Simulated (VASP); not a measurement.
Set up this calculation in VASP 6.6.1, as the native input.

```yaml
Task: single point
Functional: PBE
Potentials_or_basis: VASP PAW PBE potentials, release 64 (Si, W_sv)
Cutoff: 520 eV
k_mesh: 4 × 4 × 6
Occupations: gaussian, width 0.1 eV
Spin: no spin polarisation
Dipole_correction: no
Further_INCAR_settings: ALGO = Fast; EDIFF = 1e-06; NBANDS = 61
```

The structure of Si2W3 lies in POSCAR:

```
Si2W3
1.0
    6.6158471100      0.0000000000      0.0000000000
    0.0000000000      6.6158471100      0.0000000000
    0.0000000000      0.0000000000      3.3435049100
Si W
4 6
Direct
    0.6339980100      0.1339980100      0.0000000000
    0.3660019900      0.8660019900      0.0000000000
    0.1339980100      0.3660019900      0.0000000000
    0.8660019900      0.6339980100      0.0000000000
    0.0000000000      0.0000000000      0.0000000000
    0.5000000000      0.5000000000      0.0000000000
    0.1598410200      0.6598410200      0.5000000000
    0.8401589800      0.3401589800      0.5000000000
    0.6598410200      0.8401589800      0.5000000000
    0.3401589800      0.1598410200      0.5000000000
```

The input as run:

INCAR

```
PREC = Accurate ; ENCUT = 520
EDIFF = 1E-6 ; ISMEAR = 0
SIGMA = 0.1 ; LREAL = False
LASPH = True ; NELM = 100
ALGO = Fast ; ISIF = 2
LWAVE = False ; LCHARG = False
GGA = PE ; NBANDS = 61
```

KPOINTS

```
Automatic mesh
0
Gamma
  4 4 6
```

Potentials or basis: VASP PAW PBE potentials, release 64 (Si, W_sv).

Run with:

```sh
$ cat potpaw_PBE.64/Si/POTCAR potpaw_PBE.64/W_sv/POTCAR > POTCAR
$ mpirun -np 1 vasp_std > vasp.out
```

It gave:

* Pressure: -0.9 GPa
* Largest force: 0.013 eV/Å
* Band gap on the k mesh: zero (band 50 reaches 12.66 eV, above the bottom of band 51 at 11.03 eV)

Caveat: spin-orbit coupling is left out, which moves the levels of the heavy elements.

Wall time 3.9 min on 1 thread of Intel(R) Xeon(R) Platinum 8488C (Sapphire Rapids), with other jobs on the host, peak memory 0.33 GiB.
